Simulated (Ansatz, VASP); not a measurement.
## Re in VASP and in Ansatz

File INCAR:

```
PREC = Accurate
ENCUT = 560
EDIFF = 1E-6
ISMEAR = -1
SIGMA = 0.03
LREAL = False
LASPH = True
NELM = 120
ALGO = Normal
ISIF = 2
LWAVE = False
LCHARG = True
LELF = True
LVHAR = True
NBANDS = 22
GGA_COMPAT = False
```

The input KPOINTS:

```
regular mesh
0
Gamma
  13 13 7
```

Contents of POSCAR:

```
Re
1.0
    2.7391880258      0.0000000000      0.0000000000
   -1.3695940129      2.3722064161      0.0000000000
    0.0000000000      0.0000000000      4.4118668232
Re
2
Direct
    0.3333333333      0.6666666667      0.2500000000
    0.6666666667      0.3333333333      0.7500000000
```

Input for Ansatz:

```yaml
crystal:
  lattice:
    - [2.7391880258, 0.0, 0.0]
    - [-1.3695940129, 2.3722064161, 0.0]
    - [0.0, 0.0, 4.4118668232]
  atoms:
    - { symbol: Re, position: [0.3333333333, 0.6666666667, 0.25] }
    - { symbol: Re, position: [0.6666666667, 0.3333333333, 0.75] }
hamiltonian:
  xc: lda
  pseudopotentials:
    kind: paw
    azcp:
      Re: "pseudopotentials/Re.paw.azcp"
basis:
  ecutwfc: 420
  fft_grid_basis: typed
kpoints:
  mp_grid: { grid: [13, 13, 7], shift: [0, 0, 0] }
magnetization:
  spin_polarized: false
scf:
  occupations: { method: fermi_dirac, width: 0.03 }
  lower_state_search: "off"
output:
  stress: true
```

Alike in both runs: task single point; functional LDA; k mesh 13 × 13 × 7; occupations fermi-dirac, width 0.03 eV; no spin polarisation.

|  | VASP | Ansatz |
| --- | --- | --- |
| version | VASP 6.6.1 | Ansatz 0.2.0 |
| potentials or method | VASP PAW LDA potentials, release 64 (Re_sv_GW), cutoff 560 eV | plane waves (420 eV) with PAW, scalar-relativistic |
| valence electrons in the cell | 30 | 30 |

|  | VASP | Ansatz | Ansatz less VASP |
| --- | --- | --- | --- |
| pressure (GPa) | -0.3 | -0.3 | +0.02 |
| traceless stress, the component that is largest in VASP (GPa) | -0.11 | -0.12 | -0.004 |

Ansatz warns that its potentials were made for another functional, while VASP's fit it. LDA's correlation is that of Perdew and Zunger in VASP and of Perdew and Wang (1992) in Ansatz.

Spin-orbit coupling is off throughout.
